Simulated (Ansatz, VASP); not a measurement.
Two plane-wave programs on Bi

INCAR

```
SYSTEM = Bi
ALGO = Normal
EDIFF = 1E-6
ENCUT = 520
GGA = RP
ISIF = 2
ISMEAR = -1
LASPH = .TRUE.
LCHARG = .TRUE.
LELF = .TRUE.
LREAL = .FALSE.
LVHAR = .TRUE.
LWAVE = .FALSE.
NBANDS = 30
NELM = 60
PREC = Accurate
SIGMA = 0.1
```

File KPOINTS:

```
k-points
0
G
  7 7 10
  0 0 0
```

The input POSCAR:

```
Bi
1.0
    5.5494427028      0.0000000000      0.0000000000
   -2.7747213514      4.8059583574      0.0000000000
    0.0000000000      0.0000000000      3.2600979736
Bi
3
Direct
    1.0000000000      1.0000000000      0.0000000000
    0.3333333333      0.6666666667      0.5000000000
    0.6666666667      0.3333333333      0.5000000000
```

Input for Ansatz:

```yaml
crystal:
  lattice:
    - [5.5494427028, 0.0, 0.0]
    - [-2.7747213514, 4.8059583574, 0.0]
    - [0.0, 0.0, 3.2600979736]
  atoms:
    - { symbol: Bi, position: [1.0, 1.0, 0.0] }
    - { symbol: Bi, position: [0.3333333333, 0.6666666667, 0.5] }
    - { symbol: Bi, position: [0.6666666667, 0.3333333333, 0.5] }
hamiltonian:
  xc: rpbe
  pseudopotentials:
    kind: paw
    azcp:
      Bi: "pseudopotentials/Bi.paw.azcp"
basis:
  ecutwfc: 420
  fft_grid_basis: typed
kpoints:
  mp_grid: { grid: [7, 7, 10], shift: [0, 0, 0] }
magnetization:
  spin_polarized: false
scf:
  occupations: { method: fermi_dirac, width: 0.1 }
  lower_state_search: "off"
output:
  stress: true
  write_density: true
  write_potential: true
  elf: true
  volumetric_format: npy
```

Alike in both runs: task single point; functional RPBE; k mesh 7 × 7 × 10; occupations fermi-dirac, width 0.1 eV; no spin polarisation.

|  | VASP | Ansatz |
| --- | --- | --- |
| version | VASP 6.6.1 | Ansatz 0.2.0 |
| potentials or method | VASP PAW PBE potentials, release 64 (Bi_d), cutoff 520 eV | plane waves (420 eV) with PAW, scalar-relativistic |
| valence electrons in the cell | 45 | 45 |

|  | VASP | Ansatz | Ansatz less VASP |
| --- | --- | --- | --- |
| pressure (GPa) | 8.0 | 8.1 | +0.06 |
| traceless stress, the component that is largest in VASP (GPa) | 1.36 | 1.37 | +0.010 |

VASP's potentials were made for PBE, not for RPBE. With one functional, cell and mesh, what is left measures potentials, basis and numerics.

Neither program's run includes spin-orbit coupling.
